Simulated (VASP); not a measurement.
Crystal: YV.

```
V Y
1.0
     3.61524    0.00000    0.00000
     0.00000    3.61524    0.00000
     0.00000    0.00000    3.61644
V Y
1 1
Direct
  0.00000 0.00000 0.00000
  0.50000 0.50000 0.50000
```

Base run:

| Property | Result |
| --- | --- |
| Program | VASP 6.6.1 |
| Functional | PBE |
| Potentials or basis | VASP PAW PBE potentials, release 64 (V_sv, Y_sv) |
| Cutoff | 520 eV |
| k mesh | 14 × 14 × 10 |
| Occupations | gaussian, width 0.1 eV |
| Spin | no spin polarisation |

Its results: pressure -5.4 GPa.

The run is repeated on the same cell with these changes: spin from no spin polarisation to collinear spin, ferromagnetic start; further incar settings from ALGO = Normal; EDIFF = 1e-06; NBANDS = 19 to ALGO = Normal; EDIFF = 1e-06; NBANDS = 23. What comes out?

Pressure 0.0 GPa; net moment 3.52 μB per cell; site moments V +2.46; Y +0.37 μB.
